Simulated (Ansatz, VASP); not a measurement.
# SnS2: VASP beside Ansatz

Contents of INCAR:

```
SYSTEM = SnS2
ALGO = Normal
EDIFF = 1E-6
ENCUT = 500
GGA = PE
GGA_COMPAT = .FALSE.
ISIF = 2
ISMEAR = 0
LASPH = .TRUE.
LCHARG = .FALSE.
LREAL = .FALSE.
LWAVE = .FALSE.
NBANDS = 20
NELM = 120
PREC = Accurate
SIGMA = 0.01
```

The input KPOINTS:

```
k-points
0
G
  5 5 3
  0 0 0
```

Contents of POSCAR:

```
SnS2
1.0
    3.6084187222      0.0000000000      0.0000000000
   -1.8042093611      3.1249818403      0.0000000000
    0.0000000000      0.0000000000      5.8186867442
Sn S
1 2
Direct
    0.0000000000      0.0000000000      0.0000000000
    0.3333333333      0.6666666667      0.2500000000
    0.6666666667      0.3333333333      0.7500000000
```

Input for Ansatz:

```yaml
crystal:
  lattice:
    - [3.6084187222376696, 0.0, 0.0]
    - [-1.8042093611188348, 3.1249818403120253, 0.0]
    - [0.0, 0.0, 5.818686744185394]
  atoms:
    - { symbol: Sn, position: [0.0, 0.0, 0.0] }
    - { symbol: S, position: [0.3333333333333333, 0.6666666666666666, 0.25] }
    - { symbol: S, position: [0.6666666666666666, 0.3333333333333333, 0.75] }
basis:
  ecutwfc: 500.0
kpoints:
  mp_grid:
    grid: [5, 5, 3]
hamiltonian:
  xc: pbe
scf:
  occupations:
    method: fixed
output:
  stress: true
```

Alike in both runs: task single point; functional PBE; k mesh 5 × 5 × 3; no spin polarisation.

|  | VASP | Ansatz |
| --- | --- | --- |
| version | VASP 6.6.1 | Ansatz 0.2.0 |
| potentials or method | VASP PAW PBE potentials, release 64 (Sn_d, S), cutoff 500 eV | plane waves, PAW |
| occupations | gaussian, width 0.01 eV | fixed |
| valence electrons in the cell | 26 | 26 |

VASP gave:

* pressure (GPa): 6.7
* traceless stress, the component that is largest in VASP (GPa): -0.56

Which values does Ansatz return?

Pressure (GPa): 6.8; traceless stress, the component that is largest in VASP (GPa): -0.59.
